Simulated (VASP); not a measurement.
# CsSnI3 (Pm-3m) in VASP: a series of runs

Runs on CsSnI3. Level: PBEsol+D4. Tasks: single point.

Program: VASP 6.6.1. These are calculated values, not measurements. Logs are shortened: lines on timing, memory, paths and dates and some standing lists are left out, and cuts for length are marked.

## 1. The cell of the first run

The structure is cubic, space group Pm-3m (No. 221). The conventional cell has a = 6.164 Å, b = 6.164 Å, c = 6.164 Å, α = 90.00°, β = 90.00°, γ = 90.00°. Within 5.7 Å of Cs (site symmetry m-3m) lie 12 I at 4.36 Å and 8 Sn at 5.34 Å. I (site symmetry 4/mmm) has 2 Sn at 3.08 Å within 4.1 Å. Within 4.1 Å of Sn (site symmetry m-3m) lie 6 I at 3.08 Å.

## 2. Single point, PBEsol+D4

Input file INCAR:

```
SYSTEM = CsSnI3
PREC     = Accurate       ! precision mode
ENCUT    = 520            ! plane-wave cutoff, eV
EDIFF    = 1E-6           ! SCF threshold, eV
ISMEAR   = -1             ! smearing method
SIGMA    = 0.05           ! smearing width, eV
LREAL    = .FALSE.        ! projectors in reciprocal space
LASPH    = .TRUE.         ! aspherical terms in the spheres
NELM     = 80             ! most SCF steps
ALGO     = Normal         ! electronic algorithm
ISIF     = 2              ! what is computed and relaxed
LWAVE    = .FALSE.        ! write WAVECAR
LCHARG   = .FALSE.        ! write CHGCAR
GGA      = PS             ! functional
IVDW     = 13             ! dispersion correction
NBANDS   = 30             ! bands
```

Input file KPOINTS:

```
regular mesh
0
G
  5 5 5
  0 0 0
```

Input file POSCAR:

```
CsSnI3
1.0
    6.1640497518      0.0000000000      0.0000000000
    0.0000000000      6.1640497518      0.0000000000
    0.0000000000      0.0000000000      6.1640497518
Cs I Sn
1 3 1
Direct
    0.0000000000      0.0000000000      0.0000000000
    0.5000000000      0.5000000000      0.0000000000
    0.5000000000      0.0000000000      0.5000000000
    0.0000000000      0.5000000000      0.5000000000
    0.5000000000      0.5000000000      0.5000000000
```

Potentials or basis: VASP PAW PBE potentials, release 64 (Cs_sv, I, Sn_d).

On the command line:

```console
$ cat potpaw_PBE.64/Cs_sv/POTCAR potpaw_PBE.64/I/POTCAR potpaw_PBE.64/Sn_d/POTCAR > POTCAR
$ mpirun -np 1 vasp_std > vasp.out
```

OUTCAR:

```text
SYSTEM = CsSnI3
   PREC = Accurate
   ENCUT = 520
   EDIFF = 1E-6
   ISMEAR = -1
   LREAL = .FALSE.
   LASPH = .TRUE.
   NELM = 80
   ISIF = 2
   GGA = PS
   IVDW = 13

 ion  position               nearest neighbor table
   1  0.000  0.000  0.000-
   2  0.500  0.500  0.000-   5 3.08   5 3.08
   3  0.500  0.000  0.500-   5 3.08   5 3.08
   4  0.000  0.500  0.500-   5 3.08   5 3.08
   5  0.500  0.500  0.500-   2 3.08   3 3.08   4 3.08   2 3.08   3 3.08   4 3.08

  LATTYP: Found a simple cubic cell.
 ALAT       =     6.1640497518

  Lattice vectors:

 A1 = (   6.1640497518,   0.0000000000,   0.0000000000)
 A2 = (   0.0000000000,   6.1640497518,   0.0000000000)
 A3 = (   0.0000000000,   0.0000000000,   6.1640497518)

Analysis of symmetry for initial positions (statically):
=====================================================================
 Subroutine PRICEL returns:
 Original cell was already a primitive cell.

 Routine SETGRP: Setting up the symmetry group for a
 simple cubic supercell.

 Subroutine GETGRP returns: Found 48 space group operations
 (whereof 48 operations were pure point group operations)
 out of a pool of 48 trial point group operations.

The static configuration has the point symmetry O_h .

Analysis of symmetry for dynamics (positions and initial velocities):
=====================================================================
 Subroutine PRICEL returns:
 Original cell was already a primitive cell.

 Routine SETGRP: Setting up the symmetry group for a
 simple cubic supercell.

 Subroutine GETGRP returns: Found 48 space group operations
 (whereof 48 operations were pure point group operations)
 out of a pool of 48 trial point group operations.

The dynamic configuration has the point symmetry O_h .

 Subroutine INISYM returns: Found 48 space group operations
 (whereof 48 operations are pure point group operations),
 and found     1 'primitive' translations

----------------------------------------------------------------------------------------

                                     Primitive cell

  volume of cell :     234.2062

  direct lattice vectors                    reciprocal lattice vectors
[... 75 lines left out ...]
   LASPH  =      T    aspherical Exc in radial PAW
   ENCUT  =  520.0 eV  38.22 Ry    6.18 a.u.  11.46 11.46 11.46*2*pi/ulx,y,z
   NELM   =     80;   NELMIN=  2; NELMDL= -5     # of ELM steps
   EDIFF  = 0.1E-05   stopping-criterion for ELM
   LREAL  =      F    real-space projection
   EDIFFG = 0.1E-04   stopping-criterion for IOM
   NSW    =      0    number of steps for IOM
   IBRION =     -1    ionic relax: 0-MD 1-quasi-New 2-CG
   NFREE  =      0    steps in history (QN), initial steepest desc. (CG)
   ISIF   =      2    stress and relaxation
   ISYM   =      2    0-nonsym 1-usesym 2-fastsym
   POTIM  = 0.5000    time-step for ionic-motion
   TEBEG  =    0.0;   TEEND  =   0.0 temperature during run
   PSTRESS=    0.0 pullay stress
   NELECT =      44.0000    total number of electrons
   NUPDOWN=      -1.0000    fix difference up-down
   EMIN   =  10.00;   EMAX   =-10.00  energy-range for DOS
   EFERMI =   0.00;   METHOD = LEGACY
   ISMEAR =    -1;   SIGMA  =   0.05  broadening in eV -4-tet -1-fermi 0-gaus
   EFERMI_NEDOS =   21; number of points for ismear=-14 and -15
   IALGO  =     38    algorithm
   IMIX   =      4    mixing-type and parameters
     AMIX     =   0.40;   BMIX     =  1.00
     AMIX_MAG =   1.60;   BMIX_MAG =  1.00
  volume/ion in A,a.u.               =      46.84       316.10
  Fermi-wavevector in a.u.,A,eV,Ry     =   0.937619  1.771842 11.961274  0.879129
  Thomas-Fermi vector in A             =   2.064748
   LORBIT       =      0    0 simple, 1 ext, 2 COOP (PROOUT), +10 PAW based schemes
   GGA     = PS    functional components
   LHFCALC =     F    Hartree Fock is set to
   AEXX    =    0.0000 exact exchange contribution
   IVDW    =    13    specifies the selected vdW correction
   LEPSILON=     F    determine dielectric tensor
   LRPA    =     F    only Hartree local field effects (RPA)
 non-spin polarized calculation
  energy-cutoff  :      520.00
  volume of cell :      234.21
 maximum number of plane-waves:      6355
 NGX is ok and might be reduce to    48
   NGX = 23   NGY = 23   NGZ = 23

 number of electron      43.9999997 magnetization

 Free energy of the ion-electron system (eV)
  ---------------------------------------------------
  ext. energy  EPLUGINS =         0.00000000
  ---------------------------------------------------
  free energy    TOTEN  =       -15.12183022 eV

  energy without entropy =      -15.12183021  energy(sigma->0) =      -15.12183022

 E-fermi :   2.8788     XC(G=0):  -7.7754

 val. band max:        2.0442488903   @ k =   0.4000   0.4000   0.4000
 cond. band min:       3.7484167729   @ k =   0.4000   0.4000   0.4000
 fundamental gap:      1.7041678825
 Fermi energy:         2.8788050518

 k-point     1 :       0.0000    0.0000    0.0000
  band No.  band energies     occupation
      1     -19.3364      2.00000
      2     -19.0210      2.00000
      3     -19.0210      2.00000
      4     -18.9961      2.00000
      5     -18.9961      2.00000
      6     -18.9961      2.00000
[... 319 lines left out ...]
     29       6.9895      0.00000
     30       8.0356      0.00000

------------------------ aborting loop because EDIFF is reached ----------------------------------------

  DFT-D4 for vdW energy calculation

  Edisp (eV):   -0.75546

  FORCE on cell =-STRESS in cart. coord.  units (eV):
  Direction    XX          YY          ZZ          XY          YZ          ZX
  --------------------------------------------------------------------------------------
  -------------------------------------------------------------------------------------
  Total      -1.27932    -1.27932    -1.27932    -0.00000     0.00000    -0.00000
  in kB      -8.75171    -8.75171    -8.75171    -0.00000     0.00000    -0.00000
  external pressure =       -8.75 kB  Pullay stress =        0.00 kB

 VOLUME and BASIS-vectors are now :
 -----------------------------------------------------------------------------
  energy-cutoff  :      520.00
  volume of cell :      234.21
      direct lattice vectors                 reciprocal lattice vectors
     6.164049752  0.000000000  0.000000000     0.162231007  0.000000000  0.000000000
     0.000000000  6.164049752  0.000000000     0.000000000  0.162231007  0.000000000
     0.000000000  0.000000000  6.164049752     0.000000000  0.000000000  0.162231007

 POSITION                                       TOTAL-FORCE (eV/Angst)
 -----------------------------------------------------------------------------------
      0.00000      0.00000      0.00000         0.000000      0.000000      0.000000
      3.08202      3.08202      0.00000         0.000000      0.000000      0.000000
      3.08202      0.00000      3.08202         0.000000      0.000000      0.000000
      0.00000      3.08202      3.08202         0.000000      0.000000      0.000000
      3.08202      3.08202      3.08202         0.000000      0.000000      0.000000
 -----------------------------------------------------------------------------------
    total drift:                                0.000000     -0.000000     -0.000000

  FREE ENERGIE OF THE ION-ELECTRON SYSTEM (eV)
  ---------------------------------------------------
  free  energy   TOTEN  =       -15.8772913306 eV

  energy  without entropy=      -15.8772913175  energy(sigma->0) =      -15.87729132
```

OSZICAR:

```text
N       E                     dE             d eps       ncg     rms          rms(c)
DAV:   1     0.346936851203E+03    0.34694E+03   -0.18217E+04   600   0.134E+03
DAV:   2     0.288950684428E+02   -0.31804E+03   -0.30356E+03   678   0.279E+02
DAV:   3    -0.135947093699E+02   -0.42490E+02   -0.42104E+02   712   0.115E+02
DAV:   4    -0.152853334192E+02   -0.16906E+01   -0.16852E+01   752   0.258E+01
DAV:   5    -0.153388028650E+02   -0.53469E-01   -0.53462E-01   872   0.443E+00    0.466E+00
DAV:   6    -0.151380226217E+02    0.20078E+00   -0.32549E-01   788   0.324E+00    0.299E+00
DAV:   7    -0.151209109600E+02    0.17112E-01   -0.23627E-01   772   0.208E+00    0.862E-01
DAV:   8    -0.151215535265E+02   -0.64257E-03   -0.38023E-02   746   0.126E+00    0.286E-01
DAV:   9    -0.151216975771E+02   -0.14405E-03   -0.33408E-03   740   0.440E-01    0.801E-02
DAV:  10    -0.151217949042E+02   -0.97327E-04   -0.48884E-04   740   0.138E-01    0.290E-02
DAV:  11    -0.151218398665E+02   -0.44962E-04   -0.33936E-04   724   0.119E-01    0.438E-02
DAV:  12    -0.151218327847E+02    0.70819E-05   -0.35858E-05   754   0.301E-02    0.278E-02
DAV:  13    -0.151218312595E+02    0.15251E-05   -0.35683E-06   710   0.107E-02    0.107E-02
DAV:  14    -0.151218301050E+02    0.11545E-05   -0.37907E-06   714   0.147E-02    0.169E-03
DAV:  15    -0.151218302248E+02   -0.11983E-06   -0.46398E-07   408   0.311E-03
   1 F= -.15877291E+02 E0= -.15877291E+02  d E =-.131797E-07
```

Wall time 2.3 min (1 thread of Intel Xeon 8259CL, shared host); peak memory 0.35 GiB.

What came out:

```yaml
Free_energy: -15.8773 eV
Pressure: -0.9 GPa
Band_gap_on_the_k_mesh: 1.70 eV
Dispersion_energy_per_atom: -0.151 eV
```

Levels at points of the mesh, in eV from the valence-band top:
```
           k point  band 19  band 20  band 21  band 22  band 23  band 24  band 25  band 26
(0.00, 0.00, 0.00)    -1.50    -1.32    -1.32    -1.32     2.94     3.87     3.87     4.20
```

Caveat: the PAW data sets were made with another functional, which shifts forces and pressure a little; spin-orbit coupling is left out, which moves the levels of the heavy elements; an odd mesh through Γ misses points on the zone boundary, where band edges can lie.

## 3. Single point, PBEsol+D4

This run uses another cell than the first one, of 47.80 Å³/atom.

Input file INCAR:

```
SYSTEM = CsSnI3
ALGO     = Normal         ! electronic algorithm
EDIFF    = 1E-6           ! SCF threshold, eV
ENCUT    = 520            ! plane-wave cutoff, eV
GGA      = PS             ! functional
ISIF     = 2              ! what is computed and relaxed
ISMEAR   = -1             ! smearing method
IVDW     = 13             ! dispersion correction
LASPH    = .TRUE.         ! aspherical terms in the spheres
LCHARG   = .FALSE.        ! write CHGCAR
LREAL    = .FALSE.        ! projectors in reciprocal space
LWAVE    = .FALSE.        ! write WAVECAR
NBANDS   = 30             ! bands
NELM     = 100            ! most SCF steps
PREC     = Accurate       ! precision mode
SIGMA    = 0.05           ! smearing width, eV
```

Input file KPOINTS:

```
k-points
0
G
  5 5 5
  0 0 0
```

POSCAR: that of step 2 with these lines changed.

```diff
@@ -2,5 +2,5 @@
 1.0
-    6.1640497518      0.0000000000      0.0000000000
-    0.0000000000      6.1640497518      0.0000000000
-    0.0000000000      0.0000000000      6.1640497518
+    6.2057000000      0.0000000000      0.0000000000
+    0.0000000000      6.2057000000      0.0000000000
+    0.0000000000      0.0000000000      6.2057000000
 Cs I Sn
```

Potentials or basis: VASP PAW PBE potentials, release 64 (Cs_sv, I, Sn_d).

On the command line:

```console
$ cat potpaw_PBE.64/Cs_sv/POTCAR potpaw_PBE.64/I/POTCAR potpaw_PBE.64/Sn_d/POTCAR > POTCAR
$ mpirun -np 1 vasp_std > vasp.out
```

It took 2.9 min on 1 thread of Intel Xeon 8259CL, shared host; peak memory 0.36 GiB.

It converged, with:

| Item | Value |
| --- | --- |
| Free energy | -15.8471 eV |
| Pressure | -1.2 GPa |
| Band gap on the k mesh | 1.72 eV |
| Dispersion energy per atom | -0.148 eV |

Levels at points of the mesh, in eV from the valence-band top:
```
           k point  band 18  band 19  band 20  band 21  band 22  band 23  band 24  band 25  band 26  band 27
(0.00, 0.00, 0.00)    -1.42    -1.42    -1.25    -1.25    -1.25     2.99     3.96     3.96     4.29     4.29
```

Caveat: the PAW data sets were made with another functional, which shifts forces and pressure a little; spin-orbit coupling is left out, which moves the levels of the heavy elements; an odd mesh through Γ misses points on the zone boundary, where band edges can lie. As with any semilocal functional, this PBEsol gap is likely too small.

## 4. Single point, PBEsol+D4

This run uses another cell than the first one, of 48.75 Å³/atom.

Input file INCAR:

```
ALGO = Normal
EDIFF = 1E-7
ENCUT = 520
GGA = PS
ISIF = 2
ISMEAR = -1
IVDW = 13
LASPH = T
LCHARG = T
LELF = T
LREAL = F
LVHAR = T
LWAVE = F
NBANDS = 30
NELM = 100
PREC = Accurate
SIGMA = 0.05
```

Input file KPOINTS:

```
k-points
0
Gamma
  5 5 5
```

POSCAR: that of step 3 with these lines changed.

```diff
@@ -2,5 +2,5 @@
 1.0
-    6.2057000000      0.0000000000      0.0000000000
-    0.0000000000      6.2057000000      0.0000000000
-    0.0000000000      0.0000000000      6.2057000000
+    6.2467985487      0.0000000000      0.0000000000
+    0.0000000000      6.2467985487      0.0000000000
+    0.0000000000      0.0000000000      6.2467985487
 Cs I Sn
```

On the command line:

```console
$ cat potpaw_PBE.64/Cs_sv/POTCAR potpaw_PBE.64/I/POTCAR potpaw_PBE.64/Sn_d/POTCAR > POTCAR
$ mpirun -np 1 vasp_std > vasp.out
```

Wall time 4.4 min (1 thread of Intel Xeon 8259CL, shared host); peak memory 0.36 GiB.

It converged, with:

```yaml
Free_energy: -15.8086 eV
Pressure: -1.4 GPa
Band_gap_on_the_k_mesh: 1.74 eV
Dispersion_energy_per_atom: -0.145 eV
```

Levels at points of the mesh, in eV from the valence-band top:
```tsv
k point	band 18	band 19	band 20	band 21	band 22	band 23	band 24	band 25	band 26	band 27
(0.00, 0.00, 0.00)	-1.34	-1.34	-1.19	-1.19	-1.19	3.03	4.04	4.04	4.37	4.37
```

Caveat: the PAW data sets were made with another functional, which shifts forces and pressure a little; spin-orbit coupling is left out, which moves the levels of the heavy elements; an odd mesh through Γ misses points on the zone boundary, where band edges can lie.

## 5. Overview

| cell | gap on the mesh (eV) | pressure (GPa) |
| --- | --- | --- |
| a = 6.164 Å, 5 atoms | 1.70 | -0.9 |
| a = 6.206 Å, 5 atoms | 1.72 | -1.2 |
| a = 6.247 Å, 5 atoms | 1.74 | -1.4 |

Alike in all rows: task single point; level PBEsol+D4; potentials or basis VASP PAW PBE potentials, release 64 (Cs_sv, I, Sn_d); no spin polarisation; k mesh 5 × 5 × 5; cutoff (eV) 520; smearing fermi-dirac 0.05 eV.

Caveats: the PAW data sets were made with another functional, which shifts forces and pressure a little; spin-orbit coupling is left out, which moves the levels of the heavy elements; an odd mesh through Γ misses points on the zone boundary, where band edges can lie.

Absolute energies hang on the potentials; compare differences alone.
